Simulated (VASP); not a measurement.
# BaTiO3 (Pm-3m) in VASP: settings compared

BaTiO3 is run at these levels: PBE, r2SCAN; tasks: dielectric tensor.

All numbers are computed with VASP 6.6.1; they aren't measurements. Logs are shortened: lines on timing, memory, paths and dates and some standing lists are left out, and cuts for length are marked.

## 1. The cell of the first run

Symmetry: Pm-3m, No. 221, cubic system. Conventional cell: a = 3.994 Å, b = 3.994 Å, c = 3.994 Å, α = 90.00°, β = 90.00°, γ = 90.00°. Within 3.7 Å of Ba (site symmetry m-3m) lie 12 O at 2.82 Å and 8 Ti at 3.46 Å. Ti (site symmetry m-3m) has 6 O at 2.00 Å within 2.6 Å. O (site symmetry 4/mmm) has 2 Ti at 2.00 Å within 2.6 Å.

## 2. Dielectric tensor, PBE

INCAR

```
SYSTEM = BaTiO3
PREC = Accurate
ENCUT = 520
EDIFF = 1E-8
ISMEAR = 0
SIGMA = 0.01
LREAL = .FALSE.
LASPH = .TRUE.
NELM = 60
ALGO = Normal
ISIF = 2
LWAVE = .FALSE.
LCHARG = .FALSE.
GGA = PE
LEPSILON = .TRUE.
```

KPOINTS

```
Automatic mesh
0
G
  6 6 6
  0 0 0
```

POSCAR

```
BaTiO3
1.0
    3.9940959787      0.0000000000      0.0000000000
    0.0000000000      3.9940959787      0.0000000000
    0.0000000000      0.0000000000      3.9940959787
Ba Ti O
1 1 3
Direct
    0.5000000000      0.5000000000      0.5000000000
    0.0000000000      0.0000000000      0.0000000000
    0.5000000000      0.0000000000      0.0000000000
    0.0000000000      0.5000000000      0.0000000000
    0.0000000000      0.0000000000      0.5000000000
```

Potentials or basis: VASP PAW PBE potentials, release 64 (Ba_sv, Ti_sv, O).

The run is started by

```console
$ cat potpaw_PBE.64/Ba_sv/POTCAR potpaw_PBE.64/Ti_sv/POTCAR potpaw_PBE.64/O/POTCAR > POTCAR
$ mpirun -np 1 vasp_std > vasp.out
```

OUTCAR:

```text
SYSTEM = BaTiO3
   PREC = Accurate
   ENCUT = 520
   EDIFF = 1E-8
   ISMEAR = 0
   LREAL = .FALSE.
   LASPH = .TRUE.
   NELM = 60
   ISIF = 2
   GGA = PE
   LEPSILON = .TRUE.

 ion  position               nearest neighbor table
   1  0.500  0.500  0.500-   3 2.82   4 2.82   5 2.82   3 2.82   4 2.82   3 2.82   5 2.82   3 2.82
                             4 2.82   5 2.82   4 2.82   5 2.82   2 3.46   2 3.46   2 3.46   2 3.46
   2  0.000  0.000  0.000-   3 2.00   4 2.00   5 2.00   5 2.00   4 2.00   3 2.00   1 3.46   1 3.46
                             1 3.46   1 3.46   1 3.46   1 3.46   1 3.46   1 3.46
   3  0.500  0.000  0.000-   2 2.00   2 2.00   1 2.82   1 2.82   1 2.82   1 2.82
   4  0.000  0.500  0.000-   2 2.00   2 2.00   1 2.82   1 2.82   1 2.82   1 2.82
   5  0.000  0.000  0.500-   2 2.00   2 2.00   1 2.82   1 2.82   1 2.82   1 2.82

  LATTYP: Found a simple cubic cell.
 ALAT       =     3.9940959787

  Lattice vectors:

 A1 = (   3.9940959787,   0.0000000000,   0.0000000000)
 A2 = (   0.0000000000,   3.9940959787,   0.0000000000)
 A3 = (   0.0000000000,   0.0000000000,   3.9940959787)

Analysis of symmetry for initial positions (statically):
=====================================================================
 Subroutine PRICEL returns:
 Original cell was already a primitive cell.

 Routine SETGRP: Setting up the symmetry group for a
 simple cubic supercell.

 Subroutine GETGRP returns: Found 48 space group operations
 (whereof 48 operations were pure point group operations)
 out of a pool of 48 trial point group operations.

The static configuration has the point symmetry O_h .

Analysis of symmetry for dynamics (positions and initial velocities):
=====================================================================
 Subroutine PRICEL returns:
 Original cell was already a primitive cell.

 Routine SETGRP: Setting up the symmetry group for a
 simple cubic supercell.

 Subroutine GETGRP returns: Found 48 space group operations
 (whereof 48 operations were pure point group operations)
 out of a pool of 48 trial point group operations.

The dynamic configuration has the point symmetry O_h .

 Subroutine INISYM returns: Found 48 space group operations
 (whereof 48 operations are pure point group operations),
 and found     1 'primitive' translations

----------------------------------------------------------------------------------------

                                     Primitive cell

  volume of cell :      63.7170

  direct lattice vectors                    reciprocal lattice vectors
     3.994095979  0.000000000  0.000000000     0.250369547  0.000000000  0.000000000
     0.000000000  3.994095979  0.000000000     0.000000000  0.250369547  0.000000000
     0.000000000  0.000000000  3.994095979     0.000000000  0.000000000  0.250369547

  length of vectors
     3.994095979  3.994095979  3.994095979     0.250369547  0.250369547  0.250369547

  position of ions in fractional coordinates (direct lattice)
     0.500000000  0.500000000  0.500000000
     0.000000000  0.000000000  0.000000000
     0.500000000  0.000000000  0.000000000
     0.000000000  0.500000000  0.000000000
     0.000000000  0.000000000  0.500000000

  ion indices of the primitive-cell ions
   primitive index   ion index
                 1           1
                 2           2
                 3           3
                 4           4
                 5           5

----------------------------------------------------------------------------------------

 KPOINTS: Automatic mesh

Automatic generation of k-mesh.
[... 90 lines left out ...]
   LEPSILON=     T    determine dielectric tensor
   LRPA    =     F    only Hartree local field effects (RPA)
 non-spin polarized calculation
 Gauss-broadening in eV      SIGMA  =   0.01
  energy-cutoff  :      520.00
  volume of cell :       63.72
 maximum number of plane-waves:      1743
 NGX is ok and might be reduce to    30
   NGX = 15   NGY = 15   NGZ = 15

--------------------------------------- Ionic step        1  -------------------------------------------

 number of electron      39.9999976 magnetization

 E-fermi :   3.9454     XC(G=0): -11.2935

 val. band max:        3.8832543963   @ k =   0.5000   0.5000   0.5000
 cond. band min:       5.6397492304   @ k =   0.0000   0.0000   0.0000
 fundamental gap:      1.7564948341
 Fermi energy:         3.9453578553

 k-point     1 :       0.0000    0.0000    0.0000
  band No.  band energies     occupation
      1     -52.7294      2.00000
      2     -28.9438      2.00000
      3     -28.9438      2.00000
      4     -28.9438      2.00000
      5     -20.9161      2.00000
      6     -13.0246      2.00000
[... 529 lines left out ...]
     23       8.0793      0.00000
     24      10.6356      0.00000

  FORCE on cell =-STRESS in cart. coord.  units (eV):
  Direction    XX          YY          ZZ          XY          YZ          ZX
  --------------------------------------------------------------------------------------
  -------------------------------------------------------------------------------------
  Total        2.0020775      2.0020775      2.0020775      0.0000000     -0.0000000      0.0000000
  in kB       50.3426383     50.3426383     50.3426383      0.0000000     -0.0000000      0.0000000
  external PRESSURE =      50.3426383 kB  Pullay stress =       0.0000000 kB

 VOLUME and BASIS-vectors are now :
 -----------------------------------------------------------------------------
  energy-cutoff  :      520.00
  volume of cell :       63.72
      direct lattice vectors                 reciprocal lattice vectors
     3.994095979  0.000000000  0.000000000     0.250369547  0.000000000  0.000000000
     0.000000000  3.994095979  0.000000000     0.000000000  0.250369547  0.000000000
     0.000000000  0.000000000  3.994095979     0.000000000  0.000000000  0.250369547

 POSITION                                       TOTAL-FORCE (eV/Angst)
 -----------------------------------------------------------------------------------
      1.99705      1.99705      1.99705         0.000000      0.000000      0.000000
      0.00000      0.00000      0.00000         0.000000      0.000000      0.000000
      1.99705      0.00000      0.00000         0.000000      0.000000      0.000000
      0.00000      1.99705      0.00000         0.000000      0.000000      0.000000
      0.00000      0.00000      1.99705         0.000000      0.000000      0.000000
 -----------------------------------------------------------------------------------
    total drift:                                0.000000     -0.000000      0.000000

  FREE ENERGIE OF THE ION-ELECTRON SYSTEM (eV)
  ---------------------------------------------------
  free  energy   TOTEN  =       -39.9544115743 eV

  energy  without entropy=      -39.9544115743  energy(sigma->0) =      -39.95441157

 HEAD OF MICROSCOPIC STATIC DIELECTRIC TENSOR (INDEPENDENT PARTICLE, excluding Hartree and local field effects)
 ------------------------------------------------------
           6.934164    -0.000000     0.000000
           0.000000     6.934164    -0.000000
          -0.000000     0.000000     6.934164
 ------------------------------------------------------

 Free energy of the ion-electron system (eV)
  ---------------------------------------------------
  ---------------------------------------------------
  free energy    TOTEN  =        -1.07922831 eV

  energy without entropy =       -1.07922831

------------------------ aborting loop because EDIFF is reached ----------------------------------------

--------------------------------------- Ionic step        2  -------------------------------------------

------------------------ aborting loop because EDIFF is reached ----------------------------------------

--------------------------------------- Ionic step        3  -------------------------------------------

 Free energy of the ion-electron system (eV)
  ---------------------------------------------------
  ---------------------------------------------------
  free energy    TOTEN  =        -1.07922820 eV

  energy without entropy =       -1.07922820

------------------------ aborting loop because EDIFF is reached ----------------------------------------

 PIEZOELECTRIC TENSOR FIELD DIRECTION 3  (e Angst)
 -----------------------------------------------------------------------------
     0.00785  0.00000  0.00000           ( -0.00003  0.00000  0.00000)
     0.00000  0.00785 -0.00000           (  0.00000 -0.00003  0.00000)
    -0.00000  0.00000 -0.01376           (  0.00000  0.00000  0.00036)

 PIEZOELECTRIC TENSOR FIELD DIRECTION 3  (C/m^2)
 -----------------------------------------------------------------------------
     0.00197  0.00000  0.00000
     0.00000  0.00197 -0.00000
    -0.00000  0.00000 -0.00346

 MACROSCOPIC STATIC DIELECTRIC TENSOR (including local field effects in DFT)
 ------------------------------------------------------
           6.786029     0.000000    -0.000000
          -0.000000     6.786029     0.000000
          -0.000000    -0.000000     6.786029
 ------------------------------------------------------

 PIEZOELECTRIC TENSOR (including local field effects)  for field in x, y, z        (e  Angst)
          XX          YY          ZZ          XY          YZ          ZX
  --------------------------------------------------------------------------------
  x     0.00000     0.00000     0.00000     0.00000     0.00000     0.00000
  y     0.00000     0.00000     0.00000     0.00000     0.00000     0.00000
  z     0.00000     0.00000     0.00000     0.00000     0.00000     0.00000

 PIEZOELECTRIC TENSOR (including local field effects)  for field in x, y, z        (C/m^2)
          XX          YY          ZZ          XY          YZ          ZX
  --------------------------------------------------------------------------------
  x     0.00000     0.00000     0.00000     0.00000     0.00000     0.00000
  y     0.00000     0.00000     0.00000     0.00000     0.00000     0.00000
  z     0.00000     0.00000     0.00000     0.00000     0.00000     0.00000

 BORN EFFECTIVE CHARGES (including local field effects) (in |e|, cummulative output)
 ---------------------------------------------------------------------------------
 ion    1
    1     2.75253     0.00000     0.00000
    2     0.00000     2.75253    -0.00000
    3     0.00000     0.00000     2.75253
 ion    2
    1     7.47200    -0.00000     0.00000
    2    -0.00000     7.47200    -0.00000
    3     0.00000    -0.00000     7.47200
 ion    3
    1    -5.92324     0.00000     0.00000
    2     0.00000    -2.15065     0.00000
    3     0.00000     0.00000    -2.15065
 ion    4
    1    -2.15065     0.00000     0.00000
    2     0.00000    -5.92324    -0.00000
    3     0.00000     0.00000    -2.15065
 ion    5
    1    -2.15065     0.00000    -0.00000
    2    -0.00000    -2.15065    -0.00000
    3     0.00000     0.00000    -5.92324
```

It took 26 min on 1 thread of Intel Xeon 8259CL, shared host; peak memory 0.32 GiB.

Results:

| Quantity | Value |
| --- | --- |
| Band gap on the k mesh | 1.76 eV (least direct gap 1.90 eV) |
| Electronic dielectric tensor (diagonal) | 6.79 |
| Born charges (mean of the diagonal) | Ba +2.75; Ti +7.47; O -3.41 e |

Levels at points of the mesh, in eV from the valence-band top:
```
           k point  band 16  band 17  band 18  band 19  band 20  band 21  band 22  band 23  band 24
(0.00, 0.00, 0.00)    -1.10    -1.10    -0.14    -0.14    -0.14     1.76     1.76     1.76     3.94
(0.50, 0.00, 0.00)    -1.94    -1.84    -1.84    -0.71    -0.71     1.92     3.52     3.52     3.95
(0.50, 0.50, 0.00)    -2.71    -1.72    -0.87    -0.87    -0.09     3.52     3.52     3.94     4.81
(0.50, 0.50, 0.50)    -2.40    -2.40     0.00     0.00     0.00     4.20     4.20     4.20     6.75
```

Electronic dielectric tensor:
```
6.79 0.00 0.00
0.00 6.79 0.00
0.00 0.00 6.79
```

Born effective charge tensors (e):
atom 1, Ba
```
2.75 0.00 0.00
0.00 2.75 0.00
0.00 0.00 2.75
```
atom 2, Ti
```
7.47 0.00 0.00
0.00 7.47 0.00
0.00 0.00 7.47
```
atom 3, O
```
-5.92  0.00  0.00
 0.00 -2.15  0.00
 0.00  0.00 -2.15
```
atom 4, O
```
-2.15  0.00  0.00
 0.00 -5.92  0.00
 0.00  0.00 -2.15
```
atom 5, O
```
-2.15  0.00  0.00
 0.00 -2.15  0.00
 0.00  0.00 -5.92
```

Caveat: spin-orbit coupling is left out, which moves the levels of the heavy elements.

(Continued in part 2 of 2.)
